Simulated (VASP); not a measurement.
Here is a VASP 6.6.1 calculation.

POSCAR

```
Ga2O3
1.0
    2.4923023535      1.4389314347      4.4806666158
   -2.4923023535      1.4389314347      4.4806666158
    0.0000000000     -2.8778628693      4.4806666158
Ga O
4 6
Direct
    0.3291000620      0.3673651725      0.3538991495
    0.1182953654      0.1565604759      0.1430944529
    0.6182953654      0.6565604759      0.6430944529
    0.8291000620      0.8673651725      0.8538991495
    0.5711611027      0.9383985386      0.2510021325
    0.2675348575      0.5456510290      0.9473758873
    0.9639086123      0.2420247838      0.5546283777
    0.4639086123      0.0456510290      0.7510021325
    0.7675348575      0.4383985386      0.0546283777
    0.0711611027      0.7420247838      0.4473758873
```

File INCAR.step1:

```
PREC     = Accurate       # precision mode
ENCUT    = 520            # plane-wave cutoff, eV
ISMEAR   = 0              # smearing method
SIGMA    = 0.05           # smearing width, eV
LREAL    = False          # projectors in reciprocal space
LASPH    = True           # aspherical terms in the spheres
NELM     = 80             # most SCF steps
NBANDS   = 55             # bands
GGA      = PE             # functional
ALGO     = Normal         # electronic algorithm
EDIFF    = 1E-4           # SCF threshold, eV
LWAVE    = True           # write WAVECAR
LCHARG   = False          # write CHGCAR
```

INCAR.step2

```
PREC     = Accurate       # precision mode
ENCUT    = 520            # plane-wave cutoff, eV
EDIFF    = 1E-6           # SCF threshold, eV
ISMEAR   = 0              # smearing method
SIGMA    = 0.05           # smearing width, eV
LREAL    = False          # projectors in reciprocal space
LASPH    = True           # aspherical terms in the spheres
NELM     = 80             # most SCF steps
ALGO     = Normal         # electronic algorithm
ISIF     = 2              # what is computed and relaxed
LWAVE    = False          # write WAVECAR
LCHARG   = False          # write CHGCAR
METAGGA  = R2SCAN         # meta-GGA
LMIXTAU  = True         
NBANDS   = 55             # bands
ISTART   = 1
```

File KPOINTS:

```
Automatic mesh
0
Gamma
  6 6 6
```

Potentials or basis: VASP PAW PBE potentials, release 64 (Ga_d, O).

Command:

```sh
$ cat potpaw_PBE.64/Ga_d/POTCAR potpaw_PBE.64/O/POTCAR > POTCAR
$ cp INCAR.step1 INCAR
$ mpirun -np 1 vasp_std > vasp.out
$ cp INCAR.step2 INCAR
$ mpirun -np 1 vasp_std > vasp.out
```

(1) What does it give for the band gap on the k mesh?

(2) Estimate the largest force.

## Answers

(1) 3.47 eV (least direct gap 3.61 eV).

(2) 3.245 eV/Å.

Caveat: the cell differs from its parent crystal (all O atoms moved 0.2 Å in one direction); the PAW data sets were made with another functional, which shifts forces and pressure a little.
